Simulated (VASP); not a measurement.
# Cu (P6_3/mmc) in VASP: single point with LDA

Aim: the single point of Cu with LDA.

All numbers are computed with VASP 6.6.1; they aren't measurements. Logs are shortened: lines on timing, memory, paths and dates and some standing lists are left out, and cuts for length are marked.

## Step 1: The cell of the first run

The structure is hexagonal, space group P6_3/mmc (No. 194). Conventional cell: a = 2.480 Å, b = 2.480 Å, c = 4.089 Å, α = 90.00°, β = 90.00°, γ = 120.00°. Cu (site symmetry -6m2) has 12 Cu at 2.48 to 2.50 Å within 3.3 Å.

This isn't the form of Cu at room conditions, which is fcc.

## Step 2: Single point, LDA

The input, INCAR:

```
SYSTEM = Cu
PREC = Accurate
ENCUT = 820
EDIFF = 1E-6
ISMEAR = -1
SIGMA = 0.1
LREAL = .FALSE.
LASPH = .TRUE.
NELM = 120
ALGO = Normal
ISIF = 2
LWAVE = .FALSE.
LCHARG = .TRUE.
GGA = CA
LELF = .TRUE.
LVHAR = .TRUE.
NBANDS = 26
GGA_COMPAT = .FALSE.
```

The input, KPOINTS:

```
Automatic mesh
0
G
  17 17 10
  0 0 0
```

The input, POSCAR:

```
Cu
1.0
    2.4804730629      0.0000000000      0.0000000000
   -1.2402365315      2.1481526859      0.0000000000
    0.0000000000      0.0000000000      4.0890492651
Cu
2
Direct
    0.3333333333      0.6666666667      0.2500000000
    0.6666666667      0.3333333333      0.7500000000
```

Potentials or basis: VASP PAW LDA potentials, release 64 (Cu_sv_GW).

Started as:

```
$ cat potpaw_LDA.64/Cu_sv_GW/POTCAR > POTCAR
$ mpirun -np 1 vasp_std > vasp.out
```

OUTCAR:

```text
SYSTEM = Cu
   PREC = Accurate
   ENCUT = 820
   EDIFF = 1E-6
   ISMEAR = -1
   LREAL = .FALSE.
   LASPH = .TRUE.
   NELM = 120
   ISIF = 2
   GGA = CA

 ion  position               nearest neighbor table
   1  0.333  0.667  0.250-   2 2.50   2 2.50   2 2.50   2 2.50   2 2.50   2 2.50
   2  0.667  0.333  0.750-   1 2.50   1 2.50   1 2.50   1 2.50   1 2.50   1 2.50

  LATTYP: Found a hexagonal cell.
 ALAT       =     2.4804730629
 C/A-ratio  =     1.6484957351

  Lattice vectors:

 A1 = (   2.4804730629,   0.0000000000,   0.0000000000)
 A2 = (  -1.2402365315,   2.1481526859,   0.0000000000)
 A3 = (   0.0000000000,   0.0000000000,   4.0890492651)

Analysis of symmetry for initial positions (statically):
=====================================================================
 Subroutine PRICEL returns:
 Original cell was already a primitive cell.

 Routine SETGRP: Setting up the symmetry group for a
 hexagonal supercell.

 Subroutine GETGRP returns: Found 24 space group operations
 (whereof 12 operations were pure point group operations)
 out of a pool of 24 trial point group operations.

The static configuration has the point symmetry D_3d.
 The point group associated with its full space group is D_6h.

Analysis of symmetry for dynamics (positions and initial velocities):
=====================================================================
 Subroutine PRICEL returns:
 Original cell was already a primitive cell.

 Routine SETGRP: Setting up the symmetry group for a
 hexagonal supercell.

 Subroutine GETGRP returns: Found 24 space group operations
 (whereof 12 operations were pure point group operations)
 out of a pool of 24 trial point group operations.

The dynamic configuration has the point symmetry D_3d.
 The point group associated with its full space group is D_6h.

 Subroutine INISYM returns: Found 24 space group operations
 (whereof 12 operations are pure point group operations),
 and found     1 'primitive' translations

----------------------------------------------------------------------------------------

                                     Primitive cell

  volume of cell :      21.7882

  direct lattice vectors                    reciprocal lattice vectors
     2.480473063  0.000000000  0.000000000     0.403148905  0.232758129  0.000000000
    -1.240236531  2.148152686  0.000000000     0.000000000  0.465516258  0.000000000
     0.000000000  0.000000000  4.089049265     0.000000000  0.000000000  0.244555625

  length of vectors
     2.480473063  2.480473063  4.089049265     0.465516258  0.465516258  0.244555625

  position of ions in fractional coordinates (direct lattice)
     0.333333333  0.666666667  0.250000000
     0.666666667  0.333333333  0.750000000

  ion indices of the primitive-cell ions
   primitive index   ion index
                 1           1
                 2           2

----------------------------------------------------------------------------------------

 KPOINTS: Automatic mesh

Automatic generation of k-mesh.
 Grid dimensions read from file:
 generate k-points for:   17   17   10

 Generating k-lattice:

  Cartesian coordinates                     Fractional coordinates (reciprocal lattice)
     0.023714641  0.013691655  0.000000000     0.058823529  0.000000000  0.000000000
     0.000000000  0.027383309  0.000000000     0.000000000  0.058823529  0.000000000
     0.000000000  0.000000000  0.024455563     0.000000000  0.000000000  0.100000000

  Length of vectors
     0.027383309  0.027383309  0.024455563

  Shift w.r.t. Gamma in fractional coordinates (k-lattice)
     0.000000000  0.000000000  0.000000000

 Subroutine IBZKPT returns following result:
 ===========================================

 Found    198 irreducible k-points:

 Following reciprocal coordinates:
            Coordinates               Weight
  0.000000  0.000000  0.000000      1.000000
  0.058824  0.000000  0.000000      6.000000
  0.117647  0.000000  0.000000      6.000000
  0.176471  0.000000  0.000000      6.000000
  0.235294  0.000000  0.000000      6.000000
  0.294118  0.000000  0.000000      6.000000
[... 16 lines left out ...]
  0.411765  0.117647  0.000000     12.000000
  0.176471  0.176471  0.000000      6.000000
 [... further k-points ...]
   k-points           NKPTS =    198   k-points in BZ     NKDIM =    198   number of bands    NBANDS=     26
   number of dos      NEDOS =    301   number of ions     NIONS =      2
   total plane-waves  NPLWV =  23040
   dimension x,y,z NGX =    24 NGY =   24 NGZ =   40
   dimension x,y,z NGXF=    48 NGYF=   48 NGZF=   80
   ions per type =               2
   NGX,Y,Z   is equivalent  to a cutoff of  16.09, 16.09, 16.26 a.u.
   NGXF,Y,Z  is equivalent  to a cutoff of  32.17, 32.17, 32.53 a.u.
 SYSTEM =  Cu
   PREC   = accura    normal or accurate (medium, high low for compatibility)
   ISTART =      0    job   : 0-new  1-cont  2-samecut
   ICHARG =      2    charge: 1-file 2-atom 10-const
   ISPIN  =      1    spin polarized calculation?
   LNONCOLLINEAR =      F non collinear calculations
   LSORBIT =      F    spin-orbit coupling
   LASPH  =      T    aspherical Exc in radial PAW
   ENCUT  =  820.0 eV  60.27 Ry    7.76 a.u.   5.79  5.79  9.55*2*pi/ulx,y,z
   NELM   =    120;   NELMIN=  2; NELMDL= -5     # of ELM steps
   EDIFF  = 0.1E-05   stopping-criterion for ELM
   LREAL  =      F    real-space projection
   EDIFFG = 0.1E-04   stopping-criterion for IOM
   NSW    =      0    number of steps for IOM
   IBRION =     -1    ionic relax: 0-MD 1-quasi-New 2-CG
   NFREE  =      0    steps in history (QN), initial steepest desc. (CG)
   ISIF   =      2    stress and relaxation
   ISYM   =      2    0-nonsym 1-usesym 2-fastsym
   POTIM  = 0.5000    time-step for ionic-motion
   TEBEG  =    0.0;   TEEND  =   0.0 temperature during run
   PSTRESS=    0.0 pullay stress
   NELECT =      38.0000    total number of electrons
   NUPDOWN=      -1.0000    fix difference up-down
   EMIN   =  10.00;   EMAX   =-10.00  energy-range for DOS
   EFERMI =   0.00;   METHOD = LEGACY
   ISMEAR =    -1;   SIGMA  =   0.10  broadening in eV -4-tet -1-fermi 0-gaus
   EFERMI_NEDOS =   21; number of points for ismear=-14 and -15
   IALGO  =     38    algorithm
   IMIX   =      4    mixing-type and parameters
     AMIX     =   0.40;   BMIX     =  1.00
     AMIX_MAG =   1.60;   BMIX_MAG =  1.00
  volume/ion in A,a.u.               =      10.89        73.52
  Fermi-wavevector in a.u.,A,eV,Ry     =   1.970586  3.723867 52.834261  3.883209
  Thomas-Fermi vector in A             =   2.993309
   LORBIT       =      0    0 simple, 1 ext, 2 COOP (PROOUT), +10 PAW based schemes
   GGA     = CA    functional components
   LHFCALC =     F    Hartree Fock is set to
   AEXX    =    0.0000 exact exchange contribution
   IVDW    =     0    specifies the selected vdW correction
   LEPSILON=     F    determine dielectric tensor
   LRPA    =     F    only Hartree local field effects (RPA)
 non-spin polarized calculation
  energy-cutoff  :      820.00
  volume of cell :       21.79
 maximum number of plane-waves:      1184
 NGX is ok and might be reduce to    24
   NGX = 11   NGY = 11   NGZ = 19

 number of electron      38.0000003 magnetization

 Free energy of the ion-electron system (eV)
  ---------------------------------------------------
  ext. energy  EPLUGINS =         0.00000000
  ---------------------------------------------------
  free energy    TOTEN  =        -9.71613412 eV

  energy without entropy =       -9.69875257  energy(sigma->0) =       -9.70744334

 E-fermi :   8.2801     XC(G=0): -14.3553

 val. band max:        8.2703005181   @ k =   0.4706   0.0588   0.2000
 cond. band min:       8.3494167500   @ k =   0.4706   0.0588   0.1000
 fundamental gap:      0.0791162319
 Fermi energy:         8.2801024512

 k-point     1 :       0.0000    0.0000    0.0000
  band No.  band energies     occupation
      1    -103.4752      2.00000
      2    -103.4546      2.00000
      3     -61.4926      2.00000
      4     -61.3758      2.00000
      5     -61.3758      2.00000
      6     -61.3538      2.00000
[... 18 lines left out ...]
     25      32.9475      0.00000
     26      32.9697      0.00000

 k-point     2 :       0.0588    0.0000    0.0000
  band No.  band energies     occupation
      1    -103.4747      2.00000
      2    -103.4543      2.00000
      3     -61.4910      2.00000
      4     -61.3797      2.00000
      5     -61.3770      2.00000
      6     -61.3584      2.00000
[... 18 lines left out ...]
     25      33.0117      0.00000
     26      33.9905      0.00000

 k-point     3 :       0.1176    0.0000    0.0000
  band No.  band energies     occupation
      1    -103.4730      2.00000
      2    -103.4534      2.00000
      3     -61.4865      2.00000
      4     -61.3914      2.00000
      5     -61.3807      2.00000
      6     -61.3705      2.00000
[... 18 lines left out ...]
     25      32.8952      0.00000
     26      33.9390      0.00000

 k-point     4 :       0.1765    0.0000    0.0000
  band No.  band energies     occupation
      1    -103.4700      2.00000
      2    -103.4519      2.00000
      3     -61.4789      2.00000
      4     -61.4087      2.00000
      5     -61.3883      2.00000
      6     -61.3860      2.00000
[... 18 lines left out ...]
     25      30.4204      0.00000
     26      33.1052      0.00000
[... 496 lines left out ...]
      1    -103.4546      2.00000
      2    -103.4465      2.00000
      3     -61.4823      2.00000
      4     -61.4630      2.00000
      5     -61.4325      2.00000
      6     -61.4165      2.00000
[... 18 lines left out ...]
     25      22.0604      0.00000
     26      27.7516      0.00000

 k-point    23 :       0.4118    0.1176    0.0000
  band No.  band energies     occupation
      1    -103.4528      2.00000
      2    -103.4466      2.00000
      3     -61.4896      2.00000
      4     -61.4687      2.00000
      5     -61.4258      2.00000
      6     -61.4202      2.00000
[... 18 lines left out ...]
     25      20.5518      0.00000
     26      28.4956      0.00000

 k-point    24 :       0.1765    0.1765    0.0000
  band No.  band energies     occupation
      1    -103.4616      2.00000
      2    -103.4483      2.00000
      3     -61.4554      2.00000
      4     -61.4435      2.00000
      5     -61.4403      2.00000
      6     -61.3999      2.00000
[... 18 lines left out ...]
     25      27.1909      0.00000
     26      28.0284      0.00000

 [... further k-points ...]

------------------------ aborting loop because EDIFF is reached ----------------------------------------

  FORCE on cell =-STRESS in cart. coord.  units (eV):
  Direction    XX          YY          ZZ          XY          YZ          ZX
  --------------------------------------------------------------------------------------
  -------------------------------------------------------------------------------------
  Total       -0.1092145     -0.1092145     -0.1105558      0.0000000      0.0000000      0.0000000
  in kB       -8.0309856     -8.0309856     -8.1296145      0.0000000      0.0000000      0.0000000
  external PRESSURE =      -8.0638619 kB  Pullay stress =       0.0000000 kB

 VOLUME and BASIS-vectors are now :
 -----------------------------------------------------------------------------
  energy-cutoff  :      820.00
  volume of cell :       21.79
      direct lattice vectors                 reciprocal lattice vectors
     2.480473063  0.000000000  0.000000000     0.403148905  0.232758129  0.000000000
    -1.240236531  2.148152686  0.000000000     0.000000000  0.465516258  0.000000000
     0.000000000  0.000000000  4.089049265     0.000000000  0.000000000  0.244555625

 POSITION                                       TOTAL-FORCE (eV/Angst)
 -----------------------------------------------------------------------------------
     -0.00000      1.43210      1.02226        -0.000000     -0.000000      0.000000
      1.24024      0.71605      3.06679         0.000000      0.000000      0.000000
 -----------------------------------------------------------------------------------
    total drift:                               -0.000000      0.000000     -0.000000

  FREE ENERGIE OF THE ION-ELECTRON SYSTEM (eV)
  ---------------------------------------------------
  free  energy   TOTEN  =        -9.7161341212 eV

  energy  without entropy=       -9.6987525667  energy(sigma->0) =       -9.70744334
```

Run time: 2.7 min. Hardware: 1 thread of Intel Xeon Platinum 8259CL at 2.50GHz (Skylake/Cascade Lake), shared host; peak memory 0.32 GiB.

What came out:

```
Free energy            : -9.7161 eV
Pressure               : -0.8 GPa
Band gap on the k mesh : zero (bands 19 and 20 overlap by 6.00 eV)
```

The gap in the log of VASP goes by the Fermi energy; the results here count the filled bands.